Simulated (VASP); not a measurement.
# Be3Te4 (R-3m) in VASP: single point with PBE

Aim: the single point of Be3Te4 with PBE.

All numbers are computed with VASP 6.6.1; they aren't measurements. Logs are shortened: lines on timing, memory, paths and dates and some standing lists are left out, and cuts for length are marked.

**1. The cell of the first run**

It takes space group R-3m (No. 166, trigonal). Conventional cell: a = 3.860 Å, b = 3.860 Å, c = 38.727 Å, α = 90.00°, β = 90.00°, γ = 120.00°. Be (site symmetry 3m) has 4 Te at 2.40 to 2.45 Å within 3.2 Å. Within 3.5 Å of Be (site symmetry -3m) lie 6 Te at 2.65 Å. Te (site symmetry 3m) has 3 Be at 2.40 Å within 3.2 Å. Te (site symmetry 3m) has 4 Be at 2.45 to 2.65 Å within 3.2 Å.

The cell was generated, and may not be a known phase.

**2. Single point, PBE**

INCAR reads:

```
SYSTEM = Be3Te4
PREC = Accurate ; ENCUT = 500
EDIFF = 1E-6 ; ISMEAR = 0
SIGMA = 0.2 ; LREAL = .FALSE.
LASPH = .TRUE. ; NELM = 120
ALGO = Normal ; ISIF = 2
LWAVE = .FALSE. ; LCHARG = .FALSE.
GGA = PE ; NBANDS = 24
GGA_COMPAT = .FALSE. ; KPAR = 8
```

KPOINTS reads:

```
Automatic mesh
0
G
  5 5 5
  0 0 0
```

POSCAR reads:

```
Be3Te4
1.0
    1.9300878502      1.1143367377     12.9088854590
   -1.9300878502      1.1143367377     12.9088854590
    0.0000000000     -2.2286734819     12.9088854584
Be Te
3 4
Direct
    0.2331374402      0.2331374402      0.2331374402
    0.7668625598      0.7668625598      0.7668625598
    0.0000000000      0.0000000000      0.0000000000
    0.1229428272      0.1229428272      0.1229428272
    0.8770571728      0.8770571728      0.8770571728
    0.2963357612      0.2963357612      0.2963357612
    0.7036642388      0.7036642388      0.7036642388
```

Potentials or basis: VASP PAW PBE potentials, release 64 (Be, Te).

Run with:

```sh
cat potpaw_PBE.64/Be/POTCAR potpaw_PBE.64/Te/POTCAR > POTCAR
mpirun -np 8 vasp_std > vasp.out
```

OUTCAR:

```text
SYSTEM = Be3Te4
   PREC = Accurate
   ENCUT = 500
   EDIFF = 1E-6
   ISMEAR = 0
   LREAL = .FALSE.
   LASPH = .TRUE.
   NELM = 120
   ISIF = 2
   GGA = PE

 ion  position               nearest neighbor table
   1  0.233  0.233  0.233-   5 2.40   5 2.40   5 2.40   6 2.45
   2  0.767  0.767  0.767-   4 2.40   4 2.40   4 2.40   7 2.45
   3  0.000  0.000  0.000-   7 2.65   6 2.65   7 2.65   7 2.65   6 2.65   6 2.65
   4  0.123  0.123  0.123-   2 2.40   2 2.40   2 2.40
   5  0.877  0.877  0.877-   1 2.40   1 2.40   1 2.40
   6  0.296  0.296  0.296-   1 2.45   3 2.65   3 2.65   3 2.65   7 3.63   7 3.63   7 3.63
   7  0.704  0.704  0.704-   2 2.45   3 2.65   3 2.65   3 2.65   6 3.63   6 3.63   6 3.63

  LATTYP: Found a trigonal (rhomboedric) cell.
 ALAT       =    13.0998591316
 COS(alpha) =     0.9565838911

  Lattice vectors:

 A1 = (   1.9300878502,   1.1143367377,  12.9088854590)
 A2 = (  -1.9300878502,   1.1143367377,  12.9088854590)
 A3 = (   0.0000000000,  -2.2286734819,  12.9088854584)

Analysis of symmetry for initial positions (statically):
=====================================================================
 Subroutine PRICEL returns:
 Original cell was already a primitive cell.

 Routine SETGRP: Setting up the symmetry group for a
 trigonal (rhombohedral) supercell.

 Subroutine GETGRP returns: Found 12 space group operations
 (whereof 12 operations were pure point group operations)
 out of a pool of 12 trial point group operations.

The static configuration has the point symmetry D_3d.

Analysis of symmetry for dynamics (positions and initial velocities):
=====================================================================
 Subroutine PRICEL returns:
 Original cell was already a primitive cell.

 Routine SETGRP: Setting up the symmetry group for a
 trigonal (rhombohedral) supercell.

 Subroutine GETGRP returns: Found 12 space group operations
 (whereof 12 operations were pure point group operations)
 out of a pool of 12 trial point group operations.

The dynamic configuration has the point symmetry D_3d.

 Subroutine INISYM returns: Found 12 space group operations
 (whereof 12 operations are pure point group operations),
 and found     1 'primitive' translations

----------------------------------------------------------------------------------------

                                     Primitive cell

  volume of cell :     166.5841

  direct lattice vectors                    reciprocal lattice vectors
     1.930087850  1.114336738 12.908885459     0.259055566  0.149565801  0.025822007
    -1.930087850  1.114336738 12.908885459    -0.259055566  0.149565801  0.025822007
     0.000000000 -2.228673482 12.908885458     0.000000000 -0.299131601  0.025822007

  length of vectors
    13.099859132 13.099859132 13.099859132     0.300244052  0.300244052  0.300244052

  position of ions in fractional coordinates (direct lattice)
     0.233137440  0.233137440  0.233137440
     0.766862560  0.766862560  0.766862560
     0.000000000  0.000000000  0.000000000
     0.122942827  0.122942827  0.122942827
     0.877057173  0.877057173  0.877057173
     0.296335761  0.296335761  0.296335761
     0.703664239  0.703664239  0.703664239

  ion indices of the primitive-cell ions
   primitive index   ion index
                 1           1
                 2           2
                 3           3
                 4           4
                 5           5
                 6           6
                 7           7

----------------------------------------------------------------------------------------

 KPOINTS: Automatic mesh

Automatic generation of k-mesh.
 Grid dimensions read from file:
 generate k-points for:    5    5    5

 Generating k-lattice:

  Cartesian coordinates                     Fractional coordinates (reciprocal lattice)
     0.051811113  0.029913160  0.005164401     0.200000000 -0.000000000  0.000000000
    -0.051811113  0.029913160  0.005164401    -0.000000000  0.200000000  0.000000000
     0.000000000 -0.059826320  0.005164401     0.000000000  0.000000000  0.200000000

  Length of vectors
     0.060048810  0.060048810  0.060048810

  Shift w.r.t. Gamma in fractional coordinates (k-lattice)
     0.000000000  0.000000000  0.000000000

 Subroutine IBZKPT returns following result:
 ===========================================

 Found     19 irreducible k-points:

 Following reciprocal coordinates:
            Coordinates               Weight
  0.000000  0.000000  0.000000      1.000000
  0.200000  0.000000 -0.000000      6.000000
  0.400000  0.000000  0.000000      6.000000
  0.200000  0.200000 -0.000000      6.000000
  0.400000  0.200000  0.000000     12.000000
 -0.400000  0.200000  0.000000     12.000000
[... 11 lines left out ...]
  0.400000  0.400000  0.400000      2.000000
 -0.400000  0.400000  0.400000      6.000000
   k-points           NKPTS =     19   k-points in BZ     NKDIM =     19   number of bands    NBANDS=     24
   number of dos      NEDOS =    301   number of ions     NIONS =      7
   total plane-waves  NPLWV = 884736
   dimension x,y,z NGX =    96 NGY =   96 NGZ =   96
   dimension x,y,z NGXF=   192 NGYF=  192 NGZF=  192
   ions per type =               3   4
   NGX,Y,Z   is equivalent  to a cutoff of  12.18, 12.18, 12.18 a.u.
   NGXF,Y,Z  is equivalent  to a cutoff of  24.37, 24.37, 24.37 a.u.
 SYSTEM =  Be3Te4
   PREC   = accura    normal or accurate (medium, high low for compatibility)
   ISTART =      0    job   : 0-new  1-cont  2-samecut
   ICHARG =      2    charge: 1-file 2-atom 10-const
   ISPIN  =      1    spin polarized calculation?
   LNONCOLLINEAR =      F non collinear calculations
   LSORBIT =      F    spin-orbit coupling
   LASPH  =      T    aspherical Exc in radial PAW
   ENCUT  =  500.0 eV  36.75 Ry    6.06 a.u.  23.88 23.88 23.88*2*pi/ulx,y,z
   NELM   =    120;   NELMIN=  2; NELMDL= -5     # of ELM steps
   EDIFF  = 0.1E-05   stopping-criterion for ELM
   LREAL  =      F    real-space projection
   EDIFFG = 0.1E-04   stopping-criterion for IOM
   NSW    =      0    number of steps for IOM
   IBRION =     -1    ionic relax: 0-MD 1-quasi-New 2-CG
   NFREE  =      0    steps in history (QN), initial steepest desc. (CG)
   ISIF   =      2    stress and relaxation
   ISYM   =      2    0-nonsym 1-usesym 2-fastsym
   POTIM  = 0.5000    time-step for ionic-motion
   TEBEG  =    0.0;   TEEND  =   0.0 temperature during run
   PSTRESS=    0.0 pullay stress
   NELECT =      30.0000    total number of electrons
   NUPDOWN=      -1.0000    fix difference up-down
   EMIN   =  10.00;   EMAX   =-10.00  energy-range for DOS
   EFERMI =   0.00;   METHOD = LEGACY
   ISMEAR =     0;   SIGMA  =   0.20  broadening in eV -4-tet -1-fermi 0-gaus
   EFERMI_NEDOS =   21; number of points for ismear=-14 and -15
   IALGO  =     38    algorithm
   IMIX   =      4    mixing-type and parameters
     AMIX     =   0.40;   BMIX     =  1.00
     AMIX_MAG =   1.60;   BMIX_MAG =  1.00
  volume/ion in A,a.u.               =      23.80       160.59
  Fermi-wavevector in a.u.,A,eV,Ry     =   0.924494  1.747040 11.628751  0.854689
  Thomas-Fermi vector in A             =   2.050246
   LORBIT       =      0    0 simple, 1 ext, 2 COOP (PROOUT), +10 PAW based schemes
   GGA     = PE    functional components
   LHFCALC =     F    Hartree Fock is set to
   AEXX    =    0.0000 exact exchange contribution
   IVDW    =     0    specifies the selected vdW correction
   LEPSILON=     F    determine dielectric tensor
   LRPA    =     F    only Hartree local field effects (RPA)
 non-spin polarized calculation
 Gauss-broadening in eV      SIGMA  =   0.20
  energy-cutoff  :      500.00
  volume of cell :      166.58
 maximum number of plane-waves:      4248
   NGX = 47   NGY = 47   NGZ = 47

 number of electron      30.0000000 magnetization

 Free energy of the ion-electron system (eV)
  ---------------------------------------------------
  ext. energy  EPLUGINS =         0.00000000
  ---------------------------------------------------
  free energy    TOTEN  =       -24.48075549 eV

  energy without entropy =      -24.42421685  energy(sigma->0) =      -24.45248617

 E-fermi :   5.0105     XC(G=0):  -9.1540

 val. band max:        4.9504901430   @ k =  -0.4000   0.4000   0.2000
 cond. band min:       5.0441014688   @ k =   0.4000   0.2000   0.2000
 fundamental gap:      0.0936113258
 Fermi energy:         5.0105232322

 k-point     1 :       0.0000    0.0000    0.0000
  band No.  band energies     occupation
      1      -7.5525      2.00000
      2      -6.5262      2.00000
      3      -6.4225      2.00000
      4      -5.7200      2.00000
      5      -0.3341      2.00000
      6       2.0775      2.00000
[... 16 lines left out ...]
     23      10.0116      0.00000
     24      10.0116      0.00000

 k-point     2 :       0.2000    0.0000   -0.0000
  band No.  band energies     occupation
      1      -7.1719      2.00000
      2      -6.2147      2.00000
      3      -6.0537      2.00000
      4      -5.4664      2.00000
      5      -0.0083      2.00000
      6       1.9882      2.00000
[... 16 lines left out ...]
     23      10.7705      0.00000
     24      11.0737      0.00000

 k-point     3 :       0.4000    0.0000    0.0000
  band No.  band energies     occupation
      1      -6.2551      2.00000
      2      -5.5885      2.00000
      3      -5.2767      2.00000
      4      -5.0716      2.00000
      5      -0.2433      2.00000
      6       0.2634      2.00000
[... 16 lines left out ...]
     23      10.3846      0.00000
     24      11.0605      0.00000
[... 379 lines left out ...]
 k-point    18 :       0.4000    0.4000    0.4000
  band No.  band energies     occupation
      1      -7.5444      2.00000
      2      -6.6958      2.00000
      3      -6.1228      2.00000
      4      -5.8682      2.00000
      5      -0.1430      2.00000
      6       1.2901      2.00000
[... 16 lines left out ...]
     23       9.8777      0.00000
     24       9.8777      0.00000

 k-point    19 :      -0.4000    0.4000    0.4000
  band No.  band energies     occupation
      1      -7.1643      2.00000
      2      -6.3530      2.00000
      3      -5.7663      2.00000
      4      -5.6304      2.00000
      5       0.1241      2.00000
      6       1.5211      2.00000
[... 16 lines left out ...]
     23      10.6259      0.00000
     24      11.1163      0.00000

------------------------ aborting loop because EDIFF is reached ----------------------------------------

  FORCE on cell =-STRESS in cart. coord.  units (eV):
  Direction    XX          YY          ZZ          XY          YZ          ZX
  --------------------------------------------------------------------------------------
  -------------------------------------------------------------------------------------
  Total        0.2041716      0.2041716      0.0129180      0.0000000      0.0000000      0.0000000
  in kB        1.9636878      1.9636878      0.1242433      0.0000000      0.0000000      0.0000000
  external PRESSURE =       1.3505396 kB  Pullay stress =       0.0000000 kB

 VOLUME and BASIS-vectors are now :
 -----------------------------------------------------------------------------
  energy-cutoff  :      500.00
  volume of cell :      166.58
      direct lattice vectors                 reciprocal lattice vectors
     1.930087850  1.114336738 12.908885459     0.259055566  0.149565801  0.025822007
    -1.930087850  1.114336738 12.908885459    -0.259055566  0.149565801  0.025822007
     0.000000000 -2.228673482 12.908885458     0.000000000 -0.299131601  0.025822007

 POSITION                                       TOTAL-FORCE (eV/Angst)
 -----------------------------------------------------------------------------------
      0.00000     -0.00000      9.02863         0.000000     -0.000000      0.044644
      0.00000     -0.00000     29.69802         0.000000      0.000000     -0.044644
      0.00000      0.00000      0.00000         0.000000      0.000000     -0.000000
      0.00000     -0.00000      4.76116         0.000000     -0.000000      0.023553
      0.00000     -0.00000     33.96549         0.000000      0.000000     -0.023553
      0.00000     -0.00000     11.47609         0.000000      0.000000     -0.045014
      0.00000     -0.00000     27.25056         0.000000     -0.000000      0.045014
 -----------------------------------------------------------------------------------
    total drift:                                0.000000      0.000000      0.000000

  FREE ENERGIE OF THE ION-ELECTRON SYSTEM (eV)
  ---------------------------------------------------
  free  energy   TOTEN  =       -24.4807554900 eV

  energy  without entropy=      -24.4242168519  energy(sigma->0) =      -24.45248617
```

Wall time 4.6 min (8 MPI ranks of Intel Xeon 6975P-C (Granite Rapids), shared host); peak memory 1.5 GiB.

What came out:

```yaml
Free_energy: -24.4808 eV
Pressure: 0.1 GPa
Largest_force: 0.045 eV/Å
Band_gap_on_the_k_mesh: zero (bands 15 and 16 overlap by 1.24 eV)
```

Forces on the atoms (eV/Å):
```
Be   0.000  0.000  0.045
Be   0.000  0.000 -0.045
Be   0.000  0.000  0.000
Te   0.000  0.000  0.024
Te   0.000  0.000 -0.024
Te   0.000  0.000 -0.045
Te   0.000  0.000  0.045
```

Levels at points of the mesh, in eV from the Fermi level:
| k point | band 13 | band 14 | band 15 | band 16 | band 17 | band 18 |
| --- | --- | --- | --- | --- | --- | --- |
| (0.00, 0.00, 0.00) | 0.42 | 0.48 | 0.48 | 0.69 | 3.70 | 4.01 |

Caveat: the k points lie up to 0.38 Å⁻¹ apart, too coarse for converged energies and pressures of a metal; spin-orbit coupling is left out, which moves the levels of the heavy elements.

The gap in the log of VASP goes by the Fermi energy; the results here count the filled bands.